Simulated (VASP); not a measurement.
**KCl: single point with PBE**

KCl:

```
CELL_PARAMETERS angstrom
0.00000 -3.11530 -3.33875
-3.11530 0.00000 -3.33875
3.11530 3.11530 -6.67749
ATOMIC_POSITIONS crystal
K 0.93732 0.08081 0.00000
K 0.56268 0.41919 0.50000
Cl 0.75000 0.75000 0.75000
Cl 0.25000 0.25000 0.25000
```

This cell differs from its parent crystal: atoms displaced along a vibrational mode, the cell strained.

```json
{
 "Program": "VASP 6.6.1",
 "Task": "single point",
 "Functional": "PBE",
 "Potentials or basis": "VASP PAW PBE potentials, release 64 (K_sv, Cl)",
 "Cutoff": "520 eV",
 "k mesh": "6 × 6 × 6",
 "Occupations": "gaussian, width 0.05 eV",
 "Spin": "no spin polarisation"
}
```

| Property | Result |
| --- | --- |
| Pressure | 1.1 GPa |
| Largest force | 0.584 eV/Å |
| Band gap on the k mesh | 5.02 eV |

Forces in eV/Å, atoms in the order of the input:
```
K    0.482 -0.329  0.020
K   -0.482  0.329 -0.020
Cl   0.000  0.000  0.000
Cl   0.000  0.000  0.000
```

Stress tensor (GPa, compression positive):
```
 2.48  0.41 -0.11
 0.41  1.77  0.00
-0.11  0.00 -0.90
```

Levels at points of the mesh, in eV from the valence-band top:
```csv
k point,band 13,band 14,band 15,band 16,band 17,band 18,band 19,band 20
"(0.00, 0.00, 0.00)",-0.29,-0.06,-0.03,0.00,5.02,7.31,8.08,8.42
"(0.50, 0.00, 0.00)",-0.40,-0.36,-0.33,-0.23,7.31,7.37,7.89,8.16
"(0.00, 0.50, 0.00)",-0.40,-0.37,-0.34,-0.24,7.33,7.38,7.89,8.16
"(0.50, 0.50, 0.00)",-0.32,-0.29,-0.20,-0.15,6.71,7.33,8.04,8.40
"(0.00, 0.00, 0.50)",-0.22,-0.21,-0.13,-0.10,6.20,6.23,7.99,8.01
"(0.50, 0.00, 0.50)",-0.34,-0.33,-0.25,-0.21,6.58,7.40,8.12,8.45
"(0.00, 0.50, 0.50)",-0.35,-0.33,-0.25,-0.22,6.56,7.45,8.20,8.49
"(0.50, 0.50, 0.50)",-0.41,-0.38,-0.26,-0.21,7.45,7.45,8.06,8.10
```

Run time: 2.9 min on 1 thread of AMD EPYC 9R45 96-Core Processor (Zen 5), with other jobs on the host, peak memory 0.41 GiB.

Caveat: the cell differs from its parent crystal (atoms displaced along a vibrational mode, the cell strained). A k mesh can miss the band edges.
